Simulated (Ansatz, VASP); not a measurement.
## PtSe2: VASP beside Ansatz

The input INCAR:

```
SYSTEM = PtSe2
ALGO = Normal ; EDIFF = 1E-7
ENCUT = 520 ; GGA = PE
ISIF = 2 ; ISMEAR = 0
IVDW = 12 ; LASPH = .True.
LCHARG = .False. ; LREAL = .False.
LUSENCCL = .False. ; LWAVE = .False.
NBANDS = 31 ; NELM = 60
PREC = Accurate ; SIGMA = 0.15
```

File KPOINTS:

```
k-points
0
Gamma
  10 8 6
  0 0 0
```

File POSCAR:

```
PtSe2
1.0
   -3.7717024396      0.0000000000      0.0000000000
    0.0000000000      0.0000000000     -4.8218263533
    0.0000000000     -6.5327802564      0.0000000000
Pt Se
2 4
Direct
    0.4943757710      0.1084465365      0.4634611690
    0.0056242290     -0.1084465365      1.0365388310
    0.5417793504      0.7076377113      0.2157668829
   -0.0417793504      0.7612747943      0.6175664505
    0.0238206109      0.2510541802      0.3992224530
    0.4761793891      0.2800333142      0.7674442136
```

Input for Ansatz:

```yaml
crystal:
  lattice:
    - [-3.7717024396, 0.0, 0.0]
    - [0.0, 0.0, -4.8218263533]
    - [0.0, -6.5327802564, 0.0]
  atoms:
    - { symbol: Pt, position: [0.494375771, 0.1084465365, 0.463461169] }
    - { symbol: Pt, position: [0.005624229, -0.1084465365, 1.036538831] }
    - { symbol: Se, position: [0.5417793504, 0.7076377113, 0.2157668829] }
    - { symbol: Se, position: [-0.0417793504, 0.7612747943, 0.6175664505] }
    - { symbol: Se, position: [0.0238206109, 0.2510541802, 0.399222453] }
    - { symbol: Se, position: [0.4761793891, 0.2800333142, 0.7674442136] }
basis:
  ecutwfc: 420
kpoints:
  mp_grid: { grid: [10, 8, 6] }
hamiltonian:
  xc: pbe
  dispersion: d3bj
scf:
  occupations: { method: gaussian, width: 0.15 }
output:
  forces: true
  stress: true
  eigenvalues: true
```

Alike in both runs: task single point; functional PBE; dispersion D3(BJ); k mesh 10 × 8 × 6; occupations gaussian, width 0.15 eV; no spin polarisation.

```csv
,VASP,Ansatz
version,VASP 6.6.1,Ansatz 0.2.0
potentials or method,"VASP PAW PBE potentials, release 64 (Pt, Se), cutoff 520 eV","scalar-relativistic, plane waves, PAW"
valence electrons in the cell,44,100
```

Ansatz gave:

```
gap on the k mesh at the Fermi level (eV) : none
rms of the force components (eV/Å)        : 4.881
```

**Question.** What did VASP give for the same quantities?

**Answer.** gap on the k mesh at the Fermi level (eV): none; rms of the force components (eV/Å): 4.909.

Atom by atom the forces differ by 0.032 eV/Å (rms over components). A gap of «none» marks a metal or a gap that the smearing closes. VASP's potentials hold 44 valence electrons a cell and Ansatz's 100, so a difference there can come from the potentials and not from the codes.

Spin-orbit coupling is off throughout.
